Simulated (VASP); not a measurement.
# Au2Br: relaxation of cell and atoms with PBE

The system is Au2Br.

```
Au Br
1.0
     4.05481    0.00000    0.00000
    -2.02740    3.51157    0.00000
     0.00000    0.00000    4.37811
Au Br
2 1
Cartesian
  0.0000 2.3410 2.1891
  2.0274 1.1705 2.1891
  0.0000 0.0000 0.0000
```

```yaml
Program: VASP 6.6.1
Task: relaxation of cell and atoms
Functional: PBE
Potentials_or_basis: VASP PAW PBE potentials, release 64 (Au, Br)
Cutoff: 600 eV
k_mesh: 6 × 6 × 4
Occupations: gaussian, width 0.1 eV
Spin: no spin polarisation
Dipole_correction: no
Further_INCAR_settings: ALGO = Normal; EDIFF = 1e-06; IBRION = 2; EDIFFG = -0.04; NSW = 90; ISIF = 3
```

```yaml
Relaxed_volume: 23.16 Å³/atom
Relaxed_cell: a = 4.651 Å, b = 4.651 Å, c = 3.709 Å, α = 90.00°, β = 90.00°, γ = 120.00°
Space_group_after_relaxing_to_0.05_Å: P6/mmm (No. 191)
Energy_gained_by_relaxing: 634.0 meV/atom
Ionic_steps: 12
Pressure_after_relaxing: 0.0 GPa
```

The path:
```tsv
step	energy change (eV)	largest force (eV/Å)	pressure (GPa)	volume (Å³)
1	0.0000	0.0000	31.75	62.34
2	-0.6521	0.0000	-7.62	105.74
3	-1.7144	0.0000	-1.89	80.58
4	-1.7169	0.0000	-1.51	80.02
5	-1.7176	0.0000	-1.16	79.55
6	-1.7690	0.0000	-1.07	77.83
7	-1.8642	0.0000	-0.59	73.48
8	-1.8449	0.0000	2.99	64.29
9	-1.8998	0.0000	0.33	69.72
10	-1.9008	0.0000	0.56	69.01
11	-1.8989	0.0000	-0.90	70.21
12	-1.9019	0.0000	-0.01	69.47
```

Final structure:
```xyz
3
Lattice="4.6506 0.0000 0.0000 -2.3253 4.0276 0.0000 0.0000 0.0000 3.7089" Properties=species:S:1:pos:R:3 pbc="T T T"
Au    0.0000    2.6850    1.8545
Au    2.3253    1.3425    1.8545
Br    0.0000    0.0000    0.0000
```

Levels at points of the mesh, in eV from the Fermi level:
| k point | band 12 | band 13 | band 14 | band 15 | band 16 | band 17 | band 18 |
| --- | --- | --- | --- | --- | --- | --- | --- |
| (0.00, 0.00, 0.00) | -2.08 | -2.08 | -1.24 | -1.24 | 4.50 | 4.50 | 5.41 |
| (0.50, 0.00, 0.00) | -1.80 | -1.57 | -1.09 | -0.80 | 1.55 | 5.83 | 7.86 |
| (0.00, 0.00, 0.50) | -1.65 | -0.89 | -0.89 | 0.15 | 1.53 | 7.05 | 7.05 |
| (0.50, 0.00, 0.50) | -1.75 | -1.71 | -1.25 | -0.39 | 2.24 | 3.41 | 4.05 |

It took 4.4 min on 1 thread of Oxide Virtual Turin-like Processor, on a shared host, peak memory 0.18 GiB.

Caveat: spin-orbit coupling is left out, which moves the levels of the heavy elements; an odd number of electrons without spin polarisation forces a metal; a magnetic or distorted state may lie lower.
